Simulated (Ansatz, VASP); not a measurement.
Given: the input of a run of Ansatz 0.2.0 on BaTe.

The input input.yaml:

```yaml
crystal:
  lattice:
    - [0.0, 3.3639132694, 3.3639132694]
    - [3.3639132694, 0.0, 3.3639132694]
    - [3.3639132694, 3.3639132694, 0.0]
  atoms:
    - { symbol: Ba, position: [0.0, 0.0, 0.0] }
    - { symbol: Te, position: [0.5, 0.5, 0.5] }
kpoints:
  mp_grid: { grid: [7, 7, 7] }
scf:
  occupations: { method: fermi_dirac, width: 0.05 }
hamiltonian:
  xc: pbesol
  pseudopotentials: { kind: all_electron, lapw: { basis_error: 0.0005 } }
output:
  forces: true
  stress: true
  eigenvalues: true
```

Potentials or basis: all-electron LAPW, scalar-relativistic.

Launch:

```bash
$ ansatz run input.yaml --threads 1 --pin off --max-ram 3072MiB --backend cpu --events-out ev --progress --plain --runs-dir out
```

Set up the same calculation for VASP 6.6.1. Potentials there: VASP PAW PBE potentials, release 64 (Ba_sv, Te).

As run (the cutoff follows the program's own potentials):

Contents of INCAR:

```
SYSTEM = BaTe
  PREC = Accurate
  ENCUT = 520
  EDIFF = 1E-6
  ISMEAR = -1
  SIGMA = 0.05
  LREAL = .False.
  LASPH = .True.
  NELM = 80
  ALGO = Normal
  ISIF = 2
  LWAVE = .False.
  LCHARG = .True.
  GGA = PS
  LELF = .True.
  LVHAR = .True.
  NBANDS = 15
```

KPOINTS

```
Automatic mesh
0
Gamma
  7 7 7
  0 0 0
```

Contents of POSCAR:

```
BaTe
1.0
    0.0000000000      3.3639132694      3.3639132694
    3.3639132694      0.0000000000      3.3639132694
    3.3639132694      3.3639132694      0.0000000000
Ba Te
1 1
Direct
    0.0000000000      0.0000000000      0.0000000000
    0.5000000000      0.5000000000      0.5000000000
```

Potentials or basis: VASP PAW PBE potentials, release 64 (Ba_sv, Te).

Launch:

```console
$ cat potpaw_PBE.64/Ba_sv/POTCAR potpaw_PBE.64/Te/POTCAR > POTCAR
$ mpirun -np 1 vasp_std > vasp.out
```

Both were run:

|  | VASP | Ansatz | Ansatz less VASP |
| --- | --- | --- | --- |
| gap on the k mesh at the Fermi level (eV) | 1.18 | 1.29 | +0.111 |
| least direct gap on the mesh (eV) | 1.56 | 1.63 | +0.068 |
| pressure (GPa) | 4.2 | 3.7 | -0.53 |

VASP's potentials were made for PBE, not for PBEsol. Ansatz ran all-electron here, and VASP with PAW potentials.

Spin-orbit coupling is off throughout.
